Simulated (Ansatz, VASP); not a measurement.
## One calculation of Ga, two programs

```
CELL_PARAMETERS angstrom
1.38300 -4.02650 0.00000
1.38300 4.02650 0.00000
-0.11745 0.00000 3.32993
ATOMIC_POSITIONS crystal
Ga 0.13100 0.86900 0.75000
Ga 0.86900 0.13100 0.25000
```

Alike in both runs: task single point; functional r2SCAN; k mesh 10 × 10 × 8; occupations fermi-dirac, width 0.05 eV; no spin polarisation.

```csv
,VASP,Ansatz
version,VASP 6.6.1,Ansatz 0.2.0
potentials or method,"VASP PAW PBE potentials, release 64 (Ga_d)",Ansatz PAW
plane-wave cutoff (eV),520,500
valence electrons in the cell,26,26
```

|  | VASP | Ansatz | Ansatz less VASP |
| --- | --- | --- | --- |
| gap on the k mesh at the Fermi level (eV) | none | none | - |
| pressure (GPa) | -1.4 | -1.4 | +0.01 |
| traceless stress, the component that is largest in VASP (GPa) | 0.74 | 0.72 | -0.023 |
| rms of the force components (eV/Å) | 0.121 | 0.125 | +0.0044 |

VASP's potentials were made for PBE, not for r2SCAN. Atom by atom the forces differ by 0.004 eV/Å (rms over components). A gap of «none» marks a metal or a gap that the smearing closes.
